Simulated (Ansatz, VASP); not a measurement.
## Al3SiNO: VASP beside Ansatz

```
Al Si N O
1.0
     2.50402    1.44570    4.07632
    -2.50402    1.44570    4.07632
     0.00000   -2.89139    4.07632
Al Si N O
3 1 1 1
Cartesian
  -1.2511 -0.7223 5.6061
  1.2511 -0.7223 5.6061
  0.0000 1.4446 5.6061
  0.0000 0.0000 3.0595
  0.0000 0.0000 7.6416
  0.0000 0.0000 12.2248
```

Change from the starting cell: species swapped into the ZrScMnNi3 type (R3m, No. 160).

Alike in both runs: task relaxation of cell and atoms; functional PBE; k mesh 6 × 6 × 6; occupations gaussian, width 0.1 eV; no spin polarisation.

```csv
,VASP,Ansatz
version,VASP 6.6.1,Ansatz 0.2.0
potentials or method,"VASP PAW PBE potentials, release 64 (Al, Si, N, O), cutoff 600 eV","scalar-relativistic, plane waves, PAW"
valence electrons in the cell,24,24
```

```tsv
	VASP	Ansatz	Ansatz less VASP
gap on the k mesh at the Fermi level, each at its own relaxed structure (eV)	none	none	-
relaxed volume (Å³/atom)	12.04	12.06	+0.019
relaxed length of the cell vector where the two differ most in proportion (Å)	4.253	4.255	+0.0026
```

A gap of «none» marks a metal or a gap that the smearing closes.

Noted on VASP's run: the volume moved by over 15 % at a fixed basis, so the end points are rough.
